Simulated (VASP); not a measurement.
A run of VASP 6.6.1 is set up as follows.

File INCAR:

```
  ALGO = Normal
  EDIFF = 1E-7
  ENCUT = 520
  GGA = PE
  ISIF = 2
  ISMEAR = 0
  LASPH = True
  LCHARG = False
  LREAL = False
  LWAVE = False
  NBANDS = 23
  NELM = 100
  PREC = Accurate
  SIGMA = 0.1
```

The input KPOINTS:

```
k-points
0
Gamma
  8 8 8
```

Contents of POSCAR:

```
Si4Ge
1.0
   -1.3552128908      1.3552128908     10.6078845491
    1.3552128908     -1.3552128908     10.6078845491
    1.3552128908      1.3552128908    -10.6078845491
Si Ge
4 1
Direct
    0.6097217027      0.6097217027      0.0000000000
    0.2029639139      0.2029639139      0.0000000000
    0.7970360861      0.7970360861      0.0000000000
    0.3902782973      0.3902782973      0.0000000000
    0.0000000000      0.0000000000      0.0000000000
```

Potentials or basis: VASP PAW PBE potentials, release 64 (Si, Ge_d).

Run with:

```console
$ cat potpaw_PBE.64/Si/POTCAR potpaw_PBE.64/Ge_d/POTCAR > POTCAR
$ mpirun -np 1 vasp_std > vasp.out
```

(1) Estimate the band gap on the k mesh.

(2) What does it give for the largest force?

Answers

(1) zero (band 15 reaches 13.96 eV, above the bottom of band 16 at 6.57 eV).

(2) 0.026 eV/Å.

Caveat: the k points lie up to 0.41 Å⁻¹ apart.
